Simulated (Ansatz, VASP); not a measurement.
**Two plane-wave programs on Sb**

The input POSCAR:

```
Sb
1.0
    3.2219765189      0.0000000000      0.0000000000
    0.0000000000      3.2219765189      0.0000000000
    0.0000000000      0.0000000000      3.2219765189
Sb
1
Direct
    0.0000000000      0.0000000000      0.0000000000
```

INCAR.step1

```
SYSTEM = Sb
  ALGO = Normal
  EDIFF = 1E-5
  ENCUT = 520
  GGA = PE
  ISIF = 2
  ISMEAR = -1
  LASPH = .TRUE.
  LCHARG = .FALSE.
  LREAL = .FALSE.
  LWAVE = .TRUE.
  NBANDS = 8
  NELM = 80
  PREC = Accurate
  SIGMA = 0.05
```

The input INCAR.step2:

```
SYSTEM = Sb
  AEXX = 0.25
  ALGO = Normal
  EDIFF = 1E-6
  ENCUT = 520
  GGA = PE
  ISIF = 2
  ISMEAR = -1
  ISTART = 1
  LASPH = .TRUE.
  LCHARG = .FALSE.
  LHFCALC = .TRUE.
  LREAL = .FALSE.
  LWAVE = .FALSE.
  NBANDS = 8
  NELM = 80
  PREC = Accurate
  PRECFOCK = Normal
  SIGMA = 0.05
```

KPOINTS

```
k-points
0
G
  4 4 4
  0 0 0
```

input.yaml

```yaml
crystal:
  lattice:
    - [3.2219765189, 0.0, 0.0]
    - [0.0, 3.2219765189, 0.0]
    - [0.0, 0.0, 3.2219765189]
  atoms:
    - { symbol: Sb, position: [0.0, 0.0, 0.0] }
hamiltonian:
  xc: pbe0
  pseudopotentials: { kind: paw }
kpoints:
  mp_grid: { grid: [4, 4, 4] }
scf:
  occupations: { method: fermi_dirac, width: 0.05 }
output:
  forces: true
  stress: true
  eigenvalues: true
  write_density: true
  write_potential: true
  elf: true
  volumetric_format: npy
```

Alike in both runs: task single point; functional PBE0; k mesh 4 × 4 × 4; occupations fermi-dirac, width 0.05 eV; no spin polarisation.

|  | VASP | Ansatz |
| --- | --- | --- |
| version | VASP 6.6.1 | Ansatz 0.2.0 |
| potentials or method | VASP PAW PBE potentials, release 64 (Sb) | Ansatz PAW |
| plane-wave cutoff (eV) | 520 | 420 |
| valence electrons in the cell | 5 | 15 |

|  | VASP | Ansatz | Ansatz less VASP |
| --- | --- | --- | --- |
| gap on the k mesh at the Fermi level (eV) | none | none | - |
| pressure (GPa) | -8.4 | -7.5 | +0.84 |

A gap of «none» marks a metal or a gap that the smearing closes. The functional is the same, so the differences come from potentials, cutoffs and numerics. VASP's potentials hold 5 valence electrons a cell and Ansatz's 15, so a difference there can come from the potentials and not from the codes.

The k mesh is coarse, so the values compare programs but aren't converged. Spin-orbit coupling is off throughout.
